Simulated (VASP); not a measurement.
**Bi: single point with PBE**

The system is Bi.

```
Bi
1.0
    -4.15237    0.00000    0.00000
     0.00000   -5.09037    0.00000
     2.07618    0.00000    6.26858
Bi
4
Cartesian
  0.0000 -4.6322 1.2286
  -2.0762 -3.0033 1.2286
  -2.0762 -0.4581 5.0399
  0.0000 -2.0871 5.0399
```

```json
{"Program": "VASP 6.6.1", "Task": "single point", "Functional": "PBE", "Potentials or basis": "VASP PAW PBE potentials, release 64 (Bi_d)", "Cutoff": "520 eV", "k mesh": "9 × 7 × 9", "Occupations": "fermi-dirac, width 0.1 eV", "Spin": "no spin polarisation"}
```

The pressure is 27.1 GPa and the largest force is 5.792 eV/Å. The band gap on the k mesh is zero (band 30 reaches 7.49 eV, above the bottom of band 31 at 7.37 eV).

Forces on the atoms (eV/Å):
```
Bi   0.000 -3.839  4.337
Bi   0.000  3.839  4.337
Bi   0.000  3.839 -4.337
Bi   0.000 -3.839 -4.337
```

Stress tensor (GPa, compression positive):
```
31.16  0.00  0.00
 0.00 24.69  0.00
 0.00  0.00 25.33
```

Levels at points of the mesh, in eV from the Fermi level:
| k point | band 27 | band 28 | band 29 | band 30 | band 31 | band 32 | band 33 | band 34 |
| --- | --- | --- | --- | --- | --- | --- | --- | --- |
| (0.00, 0.00, 0.00) | -3.69 | -2.04 | -1.57 | -0.38 | 0.49 | 1.29 | 1.54 | 2.94 |

It took 5.4 min on 1 thread of Intel Xeon 6975P-C, with other jobs on the host, peak memory 0.48 GiB.

Caveat: spin-orbit coupling is left out, which moves the levels of the heavy elements; forces of over 1 eV/Å act on the atoms, so gaps and moduli don't describe the material at rest.
